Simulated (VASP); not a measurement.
# C (Cmme) in VASP: further runs, part 3 of 3

VASP 6.6.1.

### Step 5. Single point, PBEsol (8.63 Å³/atom)

This run uses another cell than the first one, of 8.63 Å³/atom.

The input, INCAR:

```
SYSTEM = C
PREC     = Accurate       ! precision mode
ENCUT    = 520            ! plane-wave cutoff, eV
EDIFF    = 1E-6           ! SCF threshold, eV
ISMEAR   = 0              ! smearing method
SIGMA    = 0.15           ! smearing width, eV
LREAL    = .FALSE.        ! projectors in reciprocal space
LASPH    = .TRUE.         ! aspherical terms in the spheres
NELM     = 60             ! most SCF steps
ALGO     = Normal         ! electronic algorithm
ISIF     = 2              ! what is computed and relaxed
LWAVE    = .FALSE.        ! write WAVECAR
LCHARG   = .TRUE.         ! write CHGCAR
GGA      = PS             ! functional
LELF     = .TRUE.         ! ELF
LVHAR    = .TRUE.       
NBANDS   = 16             ! bands
```

The input, KPOINTS:

```
regular mesh
0
G
  21 21 6
  0 0 0
```

The input, POSCAR:

```
C
1.0
    1.1631603514     -2.0688664063      0.0000000000
    1.1631603514      2.0688664063      0.0000000000
    0.0000000000      0.0000000000      7.1691457835
C
4
Direct
    0.0833216498      0.9166783502      0.7498439858
    0.5833216498      0.4166783502      0.2501560142
    0.9166783502      0.0833216498      0.2501560142
    0.4166783502      0.5833216498      0.7498439858
```

Potentials or basis: VASP PAW PBE potentials, release 64 (C).

Launch:

```console
$ cat potpaw_PBE.64/C/POTCAR > POTCAR
$ mpirun -np 1 vasp_std > vasp.out
```

OUTCAR:

```text
SYSTEM = C
   PREC = Accurate
   ENCUT = 520
   EDIFF = 1E-6
   ISMEAR = 0
   LREAL = .FALSE.
   LASPH = .TRUE.
   NELM = 60
   ISIF = 2
   GGA = PS

 ion  position               nearest neighbor table
   1  0.083  0.917  0.750-   4 1.35   4 1.35   4 1.38
   2  0.583  0.417  0.250-   3 1.35   3 1.35   3 1.38
   3  0.917  0.083  0.250-   2 1.35   2 1.35   2 1.38
   4  0.417  0.583  0.750-   1 1.35   1 1.35   1 1.38

  LATTYP: Found a base centered orthorhombic cell.
 ALAT       =     2.3263207028
 B/A-ratio  =     1.7786596696
 C/A-ratio  =     3.0817529908

  Lattice vectors:

 A1 = (   1.1631603514,  -2.0688664063,   0.0000000000)
 A2 = (   1.1631603514,   2.0688664063,   0.0000000000)
 A3 = (   0.0000000000,   0.0000000000,   7.1691457835)

Analysis of symmetry for initial positions (statically):
=====================================================================
 Subroutine PRICEL returns:
 Original cell was already a primitive cell.

 Routine SETGRP: Setting up the symmetry group for a
 base centered orthorhombic supercell.

 Subroutine GETGRP returns: Found  8 space group operations
 (whereof  4 operations were pure point group operations)
 out of a pool of  8 trial point group operations.

The static configuration has the point symmetry C_2h.
 The point group associated with its full space group is D_2h.

Analysis of symmetry for dynamics (positions and initial velocities):
=====================================================================
 Subroutine PRICEL returns:
 Original cell was already a primitive cell.

 Routine SETGRP: Setting up the symmetry group for a
 base centered orthorhombic supercell.

 Subroutine GETGRP returns: Found  8 space group operations
[... 125 lines left out ...]
   IALGO  =     38    algorithm
   IMIX   =      4    mixing-type and parameters
     AMIX     =   0.40;   BMIX     =  1.00
     AMIX_MAG =   1.60;   BMIX_MAG =  1.00
  volume/ion in A,a.u.               =       8.63        58.21
  Fermi-wavevector in a.u.,A,eV,Ry     =   1.267141  2.394550 21.846151  1.605647
  Thomas-Fermi vector in A             =   2.400305
   LORBIT       =      0    0 simple, 1 ext, 2 COOP (PROOUT), +10 PAW based schemes
   GGA     = PS    functional components
   LHFCALC =     F    Hartree Fock is set to
   AEXX    =    0.0000 exact exchange contribution
   IVDW    =     0    specifies the selected vdW correction
   LEPSILON=     F    determine dielectric tensor
   LRPA    =     F    only Hartree local field effects (RPA)
 non-spin polarized calculation
 Gauss-broadening in eV      SIGMA  =   0.15
  energy-cutoff  :      520.00
  volume of cell :       34.50
 maximum number of plane-waves:       958
 NGX is ok and might be reduce to    18
   NGX =  9   NGY =  9   NGZ = 27

 number of electron      16.0000004 magnetization

 Free energy of the ion-electron system (eV)
  ---------------------------------------------------
  ext. energy  EPLUGINS =         0.00000000
  ---------------------------------------------------
  free energy    TOTEN  =       -37.99120838 eV

  energy without entropy =      -37.99051988  energy(sigma->0) =      -37.99086413

 E-fermi :   4.9388     XC(G=0): -10.3272

 val. band max:        4.9232949793   @ k =   0.3333   0.3333   0.1667
 cond. band min:       4.9722146731   @ k =   0.3333   0.3333   0.3333
 fundamental gap:      0.0489196938
 Fermi energy:         4.9387726044

 k-point     1 :       0.0000    0.0000    0.0000
  band No.  band energies     occupation
      1     -15.8148      2.00000
      2     -15.6459      2.00000
      3      -4.3918      2.00000
      4      -3.0531      2.00000
      5       1.8507      2.00000
      6       1.8577      2.00000
[... 433 lines left out ...]
      3      -5.6820      2.00000
      4      -5.6124      2.00000
      5      -1.7492      2.00000
      6      -1.7351      2.00000
[... 8 lines left out ...]
     15      20.6140      0.00000
     16      21.7535      0.00000

 [... further k-points ...]

------------------------ aborting loop because EDIFF is reached ----------------------------------------

  FORCE on cell =-STRESS in cart. coord.  units (eV):
  Direction    XX          YY          ZZ          XY          YZ          ZX
  --------------------------------------------------------------------------------------
  -------------------------------------------------------------------------------------
  Total       16.1792682     10.0704283      0.0307323      0.0000000      0.0000000      0.0000000
  in kB      751.2768588    467.6156946      1.4270406      0.0000000      0.0000000      0.0000000
  external PRESSURE =     406.7731980 kB  Pullay stress =       0.0000000 kB

 VOLUME and BASIS-vectors are now :
 -----------------------------------------------------------------------------
  energy-cutoff  :      520.00
  volume of cell :       34.50
      direct lattice vectors                 reciprocal lattice vectors
     1.163160351 -2.068866406  0.000000000     0.429863345 -0.241678244  0.000000000
     1.163160351  2.068866406  0.000000000     0.429863345  0.241678244  0.000000000
     0.000000000  0.000000000  7.169145784     0.000000000  0.000000000  0.139486632

 POSITION                                       TOTAL-FORCE (eV/Angst)
 -----------------------------------------------------------------------------------
      1.16316      1.72410      5.37574         0.000000     -0.637611      0.000228
      1.16316     -0.34476      1.79340         0.000000     -0.637611     -0.000228
      1.16316     -1.72410      1.79340         0.000000      0.637611     -0.000228
      1.16316      0.34476      5.37574         0.000000      0.637611      0.000228
 -----------------------------------------------------------------------------------
    total drift:                                0.000000     -0.000000     -0.000000

  FREE ENERGIE OF THE ION-ELECTRON SYSTEM (eV)
  ---------------------------------------------------
  free  energy   TOTEN  =       -37.9912083767 eV

  energy  without entropy=      -37.9905198834  energy(sigma->0) =      -37.99086413
```

OSZICAR:

```text
N       E                     dE             d eps       ncg     rms          rms(c)
DAV:   1     0.362406626509E+02    0.36241E+02   -0.80434E+03 15560   0.926E+02
DAV:   2    -0.387978597623E+02   -0.75039E+02   -0.68252E+02 21656   0.198E+02
DAV:   3    -0.415304049925E+02   -0.27325E+01   -0.27180E+01 20160   0.352E+01
DAV:   4    -0.415519616263E+02   -0.21557E-01   -0.21552E-01 19560   0.380E+00
DAV:   5    -0.415522734538E+02   -0.31183E-03   -0.31182E-03 19752   0.432E-01    0.107E+01
DAV:   6    -0.388409163242E+02    0.27114E+01   -0.18490E+00 18312   0.870E+00    0.618E+00
DAV:   7    -0.379816220181E+02    0.85929E+00   -0.22303E+00 19208   0.967E+00    0.177E+00
DAV:   8    -0.379938509414E+02   -0.12229E-01   -0.10636E-01 18264   0.198E+00    0.445E-01
DAV:   9    -0.379910092882E+02    0.28417E-02   -0.34989E-03 19568   0.411E-01    0.155E-01
DAV:  10    -0.379912091480E+02   -0.19986E-03   -0.13335E-03 17512   0.226E-01    0.113E-01
DAV:  11    -0.379912067234E+02    0.24246E-05   -0.44809E-05 19352   0.447E-02    0.257E-02
DAV:  12    -0.379912081665E+02   -0.14432E-05   -0.20258E-06 18232   0.107E-02    0.730E-03
DAV:  13    -0.379912083767E+02   -0.21016E-06   -0.82673E-07 15728   0.717E-03
   1 F= -.37991208E+02 E0= -.37990864E+02  d E =-.688493E-03
```

It took 5.8 min on 1 thread of Intel Xeon 8259CL, shared host; peak memory 0.29 GiB.

Results:

```yaml
Free_energy: -37.9912 eV
Pressure: 40.7 GPa
Largest_force: 0.638 eV/Å
```

Forces on the atoms (eV/Å):
```
C    0.000 -0.638  0.000
C    0.000 -0.638  0.000
C    0.000  0.638  0.000
C    0.000  0.638  0.000
```

Caveat: the stress differs along the axes, from 0 to 75 GPa; this functional lacks dispersion, which binds layers or chains, so the pressure and a relaxed spacing across them are unreliable; the PAW data sets were made with another functional, which shifts forces and pressure a little.

### Step 6. Single point, PBEsol (8.63 Å³/atom)

This run uses another cell than the first one, of 8.63 Å³/atom.

The input, INCAR:

```
  PREC = Accurate
  ENCUT = 520
  EDIFF = 1E-7
  ISMEAR = 0
  SIGMA = 0.15
  LREAL = False
  LASPH = True
  NELM = 80
  ALGO = Normal
  ISIF = 2
  LWAVE = False
  LCHARG = True
  GGA = PS
  LELF = True
  LVHAR = True
  NBANDS = 16
```

The input, KPOINTS:

```
Automatic mesh
0
Gamma
  21 21 6
```

The input, POSCAR:

```
C
1.0
    1.1225017167     -2.1060017890      0.0000000000
    1.1225017167      2.1060017890      0.0000000000
    0.0000000000      0.0000000000      7.2978292845
C
4
Direct
    0.0833216498      0.9166783502      0.7498439858
    0.5833216498      0.4166783502      0.2501560142
    0.9166783502      0.0833216498      0.2501560142
    0.4166783502      0.5833216498      0.7498439858
```

Potentials or basis: VASP PAW PBE potentials, release 64 (C).

Launch:

```console
$ cat potpaw_PBE.64/C/POTCAR > POTCAR
$ mpirun -np 1 vasp_std > vasp.out
```

OUTCAR:

```text
PREC = Accurate
   ENCUT = 520
   EDIFF = 1E-7
   ISMEAR = 0
   LREAL = False
   LASPH = True
   NELM = 80
   ISIF = 2
   GGA = PS

 ion  position               nearest neighbor table
   1  0.083  0.917  0.750-   4 1.32   4 1.32   4 1.40
   2  0.583  0.417  0.250-   3 1.32   3 1.32   3 1.40
   3  0.917  0.083  0.250-   2 1.32   2 1.32   2 1.40
   4  0.417  0.583  0.750-   1 1.32   1 1.32   1 1.40

  LATTYP: Found a base centered orthorhombic cell.
 ALAT       =     2.2450034334
[... 658 lines left out ...]
  Direction    XX          YY          ZZ          XY          YZ          ZX
  --------------------------------------------------------------------------------------
  -------------------------------------------------------------------------------------
  Total       25.9201885      7.3383130     -0.0033349      0.0000000      0.0000000      0.0000000
  in kB     1203.5920016    340.7511806     -0.1548555      0.0000000      0.0000000      0.0000000
  external PRESSURE =     514.7294422 kB  Pullay stress =       0.0000000 kB

 VOLUME and BASIS-vectors are now :
 -----------------------------------------------------------------------------
  energy-cutoff  :      520.00
  volume of cell :       34.50
      direct lattice vectors                 reciprocal lattice vectors
     1.122501717 -2.106001789  0.000000000     0.445433617 -0.237416702  0.000000000
     1.122501717  2.106001789  0.000000000     0.445433617  0.237416702  0.000000000
     0.000000000  0.000000000  7.297829284     0.000000000  0.000000000  0.137027047

 POSITION                                       TOTAL-FORCE (eV/Angst)
 -----------------------------------------------------------------------------------
      1.12250      1.75505      5.47223         0.000000     -1.983543      0.000163
      1.12250     -0.35095      1.82560         0.000000     -1.983543     -0.000163
      1.12250     -1.75505      1.82560         0.000000      1.983543     -0.000163
      1.12250      0.35095      5.47223         0.000000      1.983543      0.000163
 -----------------------------------------------------------------------------------
    total drift:                                0.000000     -0.000000     -0.000000

  FREE ENERGIE OF THE ION-ELECTRON SYSTEM (eV)
  ---------------------------------------------------
  free  energy   TOTEN  =       -37.3995773508 eV

  energy  without entropy=      -37.3995583275  energy(sigma->0) =      -37.39956784
```

stdout:

```text
POSCAR found type information on POSCAR C
 POSCAR found :  1 types and       4 ions
 scaLAPACK will be used
 -----------------------------------------------------------------------------
|                                                                             |
|                                                                             |
|     You enforced a specific xc type in the INCAR file but a different       |
|     I HOPE YOU KNOW WHAT YOU ARE DOING!                                     |
|                                                                             |
 -----------------------------------------------------------------------------

 LDA part: xc-table for (Slater+PW92), standard interpolation
 POSCAR, INCAR and KPOINTS ok, starting setup
 FFT: planning ... GRIDC
 FFT: planning ... GRID_SOFT
 FFT: planning ... GRID
 WAVECAR not read
 entering main loop
```

Run time: 6 min. Hardware: 1 thread of Intel Xeon 8259CL, shared host; peak memory 0.29 GiB.

What came out:

| Quantity | Value |
| --- | --- |
| Free energy | -37.3996 eV |
| Pressure | 51.5 GPa |
| Largest force | 1.984 eV/Å |

Forces on the atoms (eV/Å):
```
C    0.000 -1.984  0.000
C    0.000 -1.984  0.000
C    0.000  1.984  0.000
C    0.000  1.984  0.000
```

Stress tensor (GPa, compression positive):
```
120.36   0.00   0.00
  0.00  34.08   0.00
  0.00   0.00  -0.02
```

Caveat: the stress differs along the axes, from -0 to 120 GPa; this functional lacks dispersion, which binds layers or chains, so the pressure and a relaxed spacing across them are unreliable; the PAW data sets were made with another functional, which shifts forces and pressure a little.

### Step 7. Overview

```tsv
cell	pressure (GPa)	largest force (eV/Å)
a = 2.556, b = 2.556, c = 7.768 Å, angles 90.0, 90.0, 122.6°, 4 atoms	-15.2	0.27
a = 2.338, b = 2.338, c = 7.150 Å, angles 90.0, 90.0, 123.9°, 4 atoms	79.2	2.54
a = 2.331, b = 2.331, c = 7.086 Å, angles 90.0, 90.0, 122.6°, 4 atoms	72.7	1.66
a = 2.373, b = 2.373, c = 7.169 Å, angles 90.0, 90.0, 121.3°, 4 atoms	40.7	0.64
a = 2.386, b = 2.386, c = 7.298 Å, angles 90.0, 90.0, 123.9°, 4 atoms	51.5	1.98
```

Alike in all rows: task single point; level PBEsol; potentials or basis VASP PAW PBE potentials, release 64 (C); no spin polarisation; k mesh 21 × 21 × 6; cutoff (eV) 520; smearing gaussian 0.15 eV.

Caveats: this functional lacks dispersion, which binds layers or chains, so the pressure and a relaxed spacing across them are unreliable; the PAW data sets were made with another functional, which shifts forces and pressure a little; the stress differs along the axes, from -41 to -0 GPa (at least some runs); the stress differs along the axes, from 0 to 167 GPa (at least some runs); the stress differs along the axes, from 0 to 141 GPa (at least some runs); the stress differs along the axes, from 0 to 75 GPa (at least some runs); the stress differs along the axes, from -0 to 120 GPa (at least some runs).

Absolute energies hang on the potentials; compare differences alone.
